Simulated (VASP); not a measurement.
# Cu (Cmcm) in VASP: further runs

The runs below take Cu through single point, with LDA.

Program: VASP 6.6.1. These are calculated values, not measurements. Logs are shortened: lines on timing, memory, paths and dates and some standing lists are left out, and cuts for length are marked.

## 1. The cell of the first run

It takes space group Cmcm (No. 63, orthorhombic). The conventional cell has a = 2.437 Å, b = 7.953 Å, c = 2.475 Å, α = 90.00°, β = 90.00°, γ = 90.00°. Cu (site symmetry m2m) has 10 Cu at 2.44 to 2.54 Å within 3.2 Å.

## 2. Single point, LDA

Contents of INCAR:

```
SYSTEM = Cu
PREC = Accurate ; ENCUT = 520
EDIFF = 1E-6 ; ISMEAR = 1
SIGMA = 0.1 ; LREAL = .FALSE.
LASPH = .TRUE. ; NELM = 80
ALGO = Normal ; ISIF = 2
LWAVE = .FALSE. ; LCHARG = .FALSE.
NBANDS = 18
```

Contents of KPOINTS:

```
Automatic mesh
0
G
  3 3 3
  0 0 0
```

Contents of POSCAR:

```
Cu
1.0
    1.2184636900     -3.9763780100      0.0000000000
    1.2184636900      3.9763780100      0.0000000000
    0.0000000000      0.0000000000      2.4754955200
Cu
2
Direct
    0.1338666500      0.8661333500      0.2500000000
    0.8661333500      0.1338666500      0.7500000000
```

Potentials or basis: VASP PAW LDA potentials, release 64 (Cu).

Run with:

```bash
$ cat potpaw_LDA.64/Cu/POTCAR > POTCAR
$ mpirun -np 1 vasp_std > vasp.out
```

OUTCAR:

```text
SYSTEM = Cu
   PREC = Accurate
   ENCUT = 520
   EDIFF = 1E-6
   ISMEAR = 1
   LREAL = .FALSE.
   LASPH = .TRUE.
   NELM = 80
   ISIF = 2

 ion  position               nearest neighbor table
   1  0.134  0.866  0.250-   2 2.46   2 2.46   2 2.54   2 2.54   2 2.54   2 2.54
   2  0.866  0.134  0.750-   1 2.46   1 2.46   1 2.54   1 2.54   1 2.54   1 2.54

  LATTYP: Found a base centered orthorhombic cell.
 ALAT       =     2.4369273800
 B/A-ratio  =     3.2634357861
 C/A-ratio  =     1.0158265447

  Lattice vectors:

 A1 = (   1.2184636900,  -3.9763780100,   0.0000000000)
 A2 = (   1.2184636900,   3.9763780100,   0.0000000000)
 A3 = (   0.0000000000,   0.0000000000,   2.4754955200)

Analysis of symmetry for initial positions (statically):
=====================================================================
 Subroutine PRICEL returns:
 Original cell was already a primitive cell.

 Routine SETGRP: Setting up the symmetry group for a
 base centered orthorhombic supercell.

 Subroutine GETGRP returns: Found  8 space group operations
 (whereof  4 operations were pure point group operations)
 out of a pool of  8 trial point group operations.

The static configuration has the point symmetry C_2h.
 The point group associated with its full space group is D_2h.

Analysis of symmetry for dynamics (positions and initial velocities):
=====================================================================
 Subroutine PRICEL returns:
 Original cell was already a primitive cell.

 Routine SETGRP: Setting up the symmetry group for a
 base centered orthorhombic supercell.

 Subroutine GETGRP returns: Found  8 space group operations
 (whereof  4 operations were pure point group operations)
 out of a pool of  8 trial point group operations.

The dynamic configuration has the point symmetry C_2h.
 The point group associated with its full space group is D_2h.

 Subroutine INISYM returns: Found  8 space group operations
 (whereof  4 operations are pure point group operations),
 and found     1 'primitive' translations

----------------------------------------------------------------------------------------

                                     Primitive cell

  volume of cell :      23.9879

  direct lattice vectors                    reciprocal lattice vectors
     1.218463690 -3.976378010  0.000000000     0.410352811 -0.125742572  0.000000000
     1.218463690  3.976378010  0.000000000     0.410352811  0.125742572  0.000000000
     0.000000000  0.000000000  2.475495520     0.000000000  0.000000000  0.403959527

  length of vectors
     4.158874348  4.158874348  2.475495520     0.429186001  0.429186001  0.403959527

  position of ions in fractional coordinates (direct lattice)
     0.133866650  0.866133350  0.250000000
     0.866133350  0.133866650  0.750000000

  ion indices of the primitive-cell ions
   primitive index   ion index
                 1           1
                 2           2

----------------------------------------------------------------------------------------

 KPOINTS: Automatic mesh

Automatic generation of k-mesh.
 Grid dimensions read from file:
 generate k-points for:    3    3    3

 Generating k-lattice:

  Cartesian coordinates                     Fractional coordinates (reciprocal lattice)
     0.136784270 -0.041914191  0.000000000     0.333333333 -0.000000000  0.000000000
     0.136784270  0.041914191  0.000000000    -0.000000000  0.333333333  0.000000000
     0.000000000  0.000000000  0.134653176     0.000000000  0.000000000  0.333333333

  Length of vectors
     0.143062000  0.143062000  0.134653176

  Shift w.r.t. Gamma in fractional coordinates (k-lattice)
     0.000000000  0.000000000  0.000000000

 Subroutine IBZKPT returns following result:
 ===========================================

 Found      8 irreducible k-points:

 Following reciprocal coordinates:
            Coordinates               Weight
  0.000000  0.000000  0.000000      1.000000
  0.333333 -0.000000  0.000000      4.000000
  0.333333  0.333333  0.000000      2.000000
 -0.333333  0.333333  0.000000      2.000000
  0.000000  0.000000  0.333333      2.000000
  0.333333 -0.000000  0.333333      8.000000
  0.333333  0.333333  0.333333      4.000000
 -0.333333  0.333333  0.333333      4.000000
   k-points           NKPTS =      8   k-points in BZ     NKDIM =      8   number of bands    NBANDS=     18
   number of dos      NEDOS =    301   number of ions     NIONS =      2
   total plane-waves  NPLWV =  18432
   dimension x,y,z NGX =    32 NGY =   32 NGZ =   18
   dimension x,y,z NGXF=    64 NGYF=   64 NGZF=   36
   ions per type =               2
   NGX,Y,Z   is equivalent  to a cutoff of  12.79, 12.79, 12.09 a.u.
   NGXF,Y,Z  is equivalent  to a cutoff of  25.58, 25.58, 24.18 a.u.
 SYSTEM =  Cu
   PREC   = accura    normal or accurate (medium, high low for compatibility)
   ISTART =      0    job   : 0-new  1-cont  2-samecut
   ICHARG =      2    charge: 1-file 2-atom 10-const
   ISPIN  =      1    spin polarized calculation?
   LNONCOLLINEAR =      F non collinear calculations
   LSORBIT =      F    spin-orbit coupling
   LASPH  =      T    aspherical Exc in radial PAW
   ENCUT  =  520.0 eV  38.22 Ry    6.18 a.u.   7.73  7.73  4.60*2*pi/ulx,y,z
   NELM   =     80;   NELMIN=  2; NELMDL= -5     # of ELM steps
   EDIFF  = 0.1E-05   stopping-criterion for ELM
   LREAL  =      F    real-space projection
   EDIFFG = 0.1E-04   stopping-criterion for IOM
   NSW    =      0    number of steps for IOM
   IBRION =     -1    ionic relax: 0-MD 1-quasi-New 2-CG
   NFREE  =      0    steps in history (QN), initial steepest desc. (CG)
   ISIF   =      2    stress and relaxation
   ISYM   =      2    0-nonsym 1-usesym 2-fastsym
   POTIM  = 0.5000    time-step for ionic-motion
   TEBEG  =    0.0;   TEEND  =   0.0 temperature during run
   PSTRESS=    0.0 pullay stress
   NELECT =      22.0000    total number of electrons
   NUPDOWN=      -1.0000    fix difference up-down
   EMIN   =  10.00;   EMAX   =-10.00  energy-range for DOS
   EFERMI =   0.00;   METHOD = LEGACY
   ISMEAR =     1;   SIGMA  =   0.10  broadening in eV -4-tet -1-fermi 0-gaus
   EFERMI_NEDOS =   21; number of points for ismear=-14 and -15
   IALGO  =     38    algorithm
   IMIX   =      4    mixing-type and parameters
     AMIX     =   0.40;   BMIX     =  1.00
     AMIX_MAG =   1.60;   BMIX_MAG =  1.00
  volume/ion in A,a.u.               =      11.99        80.94
  Fermi-wavevector in a.u.,A,eV,Ry     =   1.590566  3.005733 34.421366  2.529899
  Thomas-Fermi vector in A             =   2.689241
   LORBIT       =      0    0 simple, 1 ext, 2 COOP (PROOUT), +10 PAW based schemes
   GGA     = CA    functional components
   LHFCALC =     F    Hartree Fock is set to
   AEXX    =    0.0000 exact exchange contribution
   IVDW    =     0    specifies the selected vdW correction
   LEPSILON=     F    determine dielectric tensor
   LRPA    =     F    only Hartree local field effects (RPA)
 non-spin polarized calculation
 Methfessel and Paxton  Order N= 1 SIGMA  =   0.10
  energy-cutoff  :      520.00
  volume of cell :       23.99
 maximum number of plane-waves:       657
   NGX = 15   NGY = 15   NGZ =  9

 number of electron      21.9999988 magnetization

 Free energy of the ion-electron system (eV)
  ---------------------------------------------------
  ext. energy  EPLUGINS =         0.00000000
  ---------------------------------------------------
  free energy    TOTEN  =        -9.28920272 eV

  energy without entropy =       -9.29104129  energy(sigma->0) =       -9.28981558

 E-fermi :   6.1932     XC(G=0): -12.9704

 val. band max:        6.1096166113   @ k =   0.3333  -0.0000   0.3333
 cond. band min:       7.0843433579   @ k =   0.0000   0.0000   0.0000
 fundamental gap:      0.9747267466
 Fermi energy:         6.1932041926

 k-point     1 :       0.0000    0.0000    0.0000
  band No.  band energies     occupation
      1      -2.0913      2.00000
      2       2.1402      2.00000
      3       2.9516      2.00000
      4       3.4279      2.00000
      5       4.0404      2.00000
      6       4.3200      2.00000
      7       4.7882      2.00000
      8       5.1005      2.00000
      9       5.3355      2.00000
     10       5.4763      2.00000
     11       5.6274      2.00000
     12       7.0843     -0.00000
     13      11.9286      0.00000
     14      21.8252      0.00000
     15      25.4746      0.00000
     16      26.3653      0.00000
     17      26.7942      0.00000
     18      28.7647      0.00000

 k-point     2 :       0.3333   -0.0000    0.0000
  band No.  band energies     occupation
      1       0.7234      2.00000
      2       2.6976      2.00000
      3       3.2856      2.00000
      4       3.6550      2.00000
      5       4.1226      2.00000
      6       4.2741      2.00000
      7       4.6089      2.00000
      8       4.6793      2.00000
      9       5.0341      2.00000
     10       5.1097      2.00000
     11       5.5173      2.00000
     12       9.0907      0.00000
     13      12.4234      0.00000
     14      16.1812      0.00000
     15      16.4195      0.00000
     16      25.8470      0.00000
     17      27.8502      0.00000
     18      28.7102      0.00000

 k-point     3 :       0.3333    0.3333    0.0000
  band No.  band energies     occupation
      1       1.8558      2.00000
      2       1.9852      2.00000
      3       3.5906      2.00000
      4       3.6698      2.00000
      5       3.7705      2.00000
      6       4.4157      2.00000
      7       4.6803      2.00000
      8       5.0257      2.00000
      9       5.2118      2.00000
     10       5.3304      2.00000
     11       5.3491      2.00000
     12       5.9813      2.01068
     13      11.6390      0.00000
     14      20.6099      0.00000
     15      20.8419      0.00000
     16      24.2335      0.00000
     17      24.9058      0.00000
     18      28.2033      0.00000

 k-point     4 :      -0.3333    0.3333    0.0000
  band No.  band energies     occupation
      1      -1.0231      2.00000
      2       1.5424      2.00000
      3       2.8187      2.00000
      4       3.4572      2.00000
      5       3.8769      2.00000
      6       4.3912      2.00000
      7       4.4482      2.00000
      8       4.7199      2.00000
      9       5.1780      2.00000
     10       5.2606      2.00000
     11       5.5113      2.00000
     12       5.5530      2.00000
     13      17.3261      0.00000
     14      23.0300      0.00000
     15      23.3373      0.00000
     16      26.1269      0.00000
     17      26.9845      0.00000
     18      27.4454      0.00000

 k-point     5 :       0.0000    0.0000    0.3333
  band No.  band energies     occupation
      1       0.5511      2.00000
      2       2.9496      2.00000
      3       3.2692      2.00000
      4       3.3352      2.00000
      5       3.7254      2.00000
      6       4.0331      2.00000
      7       4.5345      2.00000
      8       4.5760      2.00000
      9       5.3298      2.00000
     10       5.3895      2.00000
     11       5.4440      2.00000
     12      11.1073      0.00000
     13      11.8303      0.00000
     14      13.4289      0.00000
     15      20.3961      0.00000
     16      20.7726      0.00000
     17      28.7401      0.00000
     18      29.4071      0.00000

 k-point     6 :       0.3333   -0.0000    0.3333
  band No.  band energies     occupation
      1       2.2658      2.00000
      2       2.9806      2.00000
      3       3.0251      2.00000
      4       3.3383      2.00000
      5       4.2628      2.00000
      6       4.2960      2.00000
      7       4.8347      2.00000
      8       5.0271      2.00000
      9       5.2335      2.00000
     10       5.4083      2.00000
     11       6.1096      1.99733
     12      12.1291      0.00000
     13      13.1417      0.00000
     14      16.0469      0.00000
     15      18.1753      0.00000
     16      18.4262      0.00000
     17      21.2705      0.00000
     18      23.6425      0.00000

 k-point     7 :       0.3333    0.3333    0.3333
  band No.  band energies     occupation
      1       2.4889      2.00000
      2       2.9708      2.00000
      3       3.2811      2.00000
      4       3.5628      2.00000
      5       3.5802      2.00000
      6       4.3640      2.00000
      7       4.7222      2.00000
      8       5.2036      2.00000
      9       5.2357      2.00000
     10       5.2741      2.00000
     11       7.7392     -0.00000
     12       8.3809      0.00000
     13      13.3165      0.00000
     14      16.2924      0.00000
     15      17.2087      0.00000
     16      22.3778      0.00000
     17      23.0887      0.00000
     18      24.1059      0.00000

 k-point     8 :      -0.3333    0.3333    0.3333
  band No.  band energies     occupation
      1       1.1931      2.00000
      2       2.4628      2.00000
      3       3.2161      2.00000
      4       3.6157      2.00000
      5       3.9929      2.00000
      6       4.2752      2.00000
      7       4.5921      2.00000
      8       4.8016      2.00000
      9       5.1027      2.00000
     10       5.2235      2.00000
     11       5.4393      2.00000
     12       7.2633     -0.00000
     13      12.5860      0.00000
     14      15.6086      0.00000
     15      19.6716      0.00000
     16      26.2128      0.00000
     17      26.6286      0.00000
     18      28.8587      0.00000

------------------------ aborting loop because EDIFF is reached ----------------------------------------

  FORCE on cell =-STRESS in cart. coord.  units (eV):
  Direction    XX          YY          ZZ          XY          YZ          ZX
  --------------------------------------------------------------------------------------
  -------------------------------------------------------------------------------------
  Total        0.0745573     -2.5872318     -0.7669549      0.0000000     -0.0000000      0.0000000
  in kB        4.9797598   -172.8038939    -51.2257107      0.0000000     -0.0000000      0.0000000
  external PRESSURE =     -73.0166149 kB  Pullay stress =       0.0000000 kB

 VOLUME and BASIS-vectors are now :
 -----------------------------------------------------------------------------
  energy-cutoff  :      520.00
  volume of cell :       23.99
      direct lattice vectors                 reciprocal lattice vectors
     1.218463690 -3.976378010  0.000000000     0.410352811 -0.125742572  0.000000000
     1.218463690  3.976378010  0.000000000     0.410352811  0.125742572  0.000000000
     0.000000000  0.000000000  2.475495520     0.000000000  0.000000000  0.403959527

 POSITION                                       TOTAL-FORCE (eV/Angst)
 -----------------------------------------------------------------------------------
      1.21846      2.91177      0.61887         0.000000     -0.224881     -0.000000
      1.21846     -2.91177      1.85662         0.000000      0.224881      0.000000
 -----------------------------------------------------------------------------------
    total drift:                                0.000000      0.000000      0.000000

  FREE ENERGIE OF THE ION-ELECTRON SYSTEM (eV)
  ---------------------------------------------------
  free  energy   TOTEN  =        -9.2892027207 eV

  energy  without entropy=       -9.2910412859  energy(sigma->0) =       -9.28981558
```

Run time: 2.7 s. Hardware: 1 thread of Intel Xeon Platinum 8488C (Sapphire Rapids), shared host; peak memory 0.12 GiB.

Results:

```
Free energy            : -9.2892 eV
Pressure               : -7.3 GPa
Largest force          : 0.225 eV/Å
Band gap on the k mesh : zero (band 11 reaches 7.74 eV, above the bottom of band 12 at 5.55 eV)
```

Forces in eV/Å, atoms in the order of the input:
```
Cu   0.000 -0.225  0.000
Cu   0.000  0.225  0.000
```

Caveat: the k points lie up to 0.90 Å⁻¹ apart.

[end of part 1 of 2]
